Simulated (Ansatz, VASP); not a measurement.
**Two plane-wave programs on HfB2**

```xyz
3
Lattice="3.1459 0.0000 0.0000 -1.5729 2.7244 0.0000 0.0000 0.0000 3.4863" Properties=species:S:1:pos:R:3 pbc="T T T"
Hf    0.0000    0.0000    0.0000
B     0.0000    1.8163    1.7431
B     1.5729    0.9081    1.7431
```

Alike in both runs: functional PBE; k mesh 18 × 18 × 12; occupations fermi-dirac, width 0.15 eV; no spin polarisation.

Ansatz relaxed the structure, and its values are those at the end. VASP's run is a single point on that final structure, the one shown.

|  | VASP | Ansatz |
| --- | --- | --- |
| version | VASP 6.6.1 | Ansatz 0.2.0 |
| potentials or method | VASP PAW PBE potentials, release 64 (Hf_pv, B), cutoff 520 eV | scalar-relativistic, plane waves, PAW |
| valence electrons in the cell | 16 | 32 |

```csv
,VASP,Ansatz,Ansatz less VASP
gap on the k mesh at the Fermi level (eV),none,none,-
pressure (GPa),-0.4,0.0,+0.38
```

A gap of «none» marks a metal or a gap that the smearing closes. VASP's potentials hold 16 valence electrons a cell and Ansatz's 32, so a difference there can come from the potentials and not from the codes.

Spin-orbit coupling is off throughout.
